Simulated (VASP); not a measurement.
A run of VASP 6.6.1 is set up as follows.

Contents of INCAR:

```
SYSTEM = Ag
PREC = Accurate
ENCUT = 600
EDIFF = 1E-6
ISMEAR = 0
SIGMA = 0.1
LREAL = .FALSE.
LASPH = .TRUE.
NELM = 80
ALGO = Fast
ISIF = 4
LWAVE = .FALSE.
LCHARG = .FALSE.
GGA = PS
IBRION = 2
NSW = 50
EDIFFG = -0.01
```

Contents of KPOINTS:

```
regular mesh
0
G
  18 18 18
  0 0 0
```

The input POSCAR:

```
Ag
1.0
    1.4485732025      0.8363341284      7.0891787772
   -1.4485732025      0.8363341284      7.0891787772
    0.0000000000     -1.6726682568      7.0891787772
Ag
3
Direct
    0.0000000000      0.0000000000      0.0000000000
    0.7776871195      0.7776871195      0.7776871195
    0.2223128805      0.2223128805      0.2223128805
```

Potentials or basis: VASP PAW PBE potentials, release 64 (Ag).

Run with:

```bash
$ cat potpaw_PBE.64/Ag/POTCAR > POTCAR
$ mpirun -np 1 vasp_std > vasp.out
```

Problem. What does it give for the band gap on the k mesh?

Solution. Zero (an odd number of electrons rules out a gap without spin polarisation).

Final structure:
```
Ag
1.0
     1.44857    0.83633    7.08918
    -1.44857    0.83633    7.08918
     0.00000   -1.67267    7.08918
Ag
3
Direct
  0.00000 0.00000 0.00000
  0.77769 0.77769 0.77769
  0.22231 0.22231 0.22231
```

Caveat: the relaxation stopped at its first step, so nothing moved.
